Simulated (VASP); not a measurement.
Write the native input for VASP 6.6.1 that does the following.

- Task: single point
- Functional: PBE
- Potentials or basis: VASP PAW PBE potentials, release 64 (Sn_d)
- Cutoff: 520 eV
- k mesh: 6 × 6 × 6
- Occupations: fermi-dirac, width 0.02 eV
- Spin: no spin polarisation
- Dipole correction: no
- Further INCAR settings: ALGO = Normal; EDIFF = 1e-07; NBANDS = 21

The structure of Sn lies in POSCAR:

```
Sn
1.0
   -0.0693021013      3.2844597792      3.2844597792
    3.2844597792     -0.0693021013      3.2844597792
    3.2151576778      3.2151576778      0.0000000000
Sn
2
Direct
   -0.0034571597     -0.0034571597      0.0034571597
    0.2534571597      0.2534571597      0.2465428403
```

This cell differs from its parent crystal: shear xy strain -4.2%.

These files were run (other wordings do the same):

INCAR

```
PREC     = Accurate       # precision mode
ENCUT    = 520            # plane-wave cutoff, eV
EDIFF    = 1E-7           # SCF threshold, eV
ISMEAR   = -1             # smearing method
SIGMA    = 0.02           # smearing width, eV
LREAL    = False          # projectors in reciprocal space
LASPH    = True           # aspherical terms in the spheres
NELM     = 100            # most SCF steps
ALGO     = Normal         # electronic algorithm
ISIF     = 2              # what is computed and relaxed
LWAVE    = False          # write WAVECAR
LCHARG   = False          # write CHGCAR
GGA      = PE             # functional
NBANDS   = 21             # bands
```

KPOINTS

```
Automatic mesh
0
Gamma
  6 6 6
```

Potentials or basis: VASP PAW PBE potentials, release 64 (Sn_d).

Run with:

```console
$ cat potpaw_PBE.64/Sn_d/POTCAR > POTCAR
$ mpirun -np 1 vasp_std > vasp.out
```

Results of the run:

The pressure is 1.6 GPa. The largest force is 0.019 eV/Å and the band gap on the k mesh is zero (bands 14 and 15 overlap by 0.33 eV).

Caveat: the cell differs from its parent crystal (shear xy strain -4.2%); spin-orbit coupling is left out, which moves the levels of the heavy elements.

Run time: 85 s on 1 thread of Intel Xeon 8259CL (shared host), peak memory 0.22 GiB.
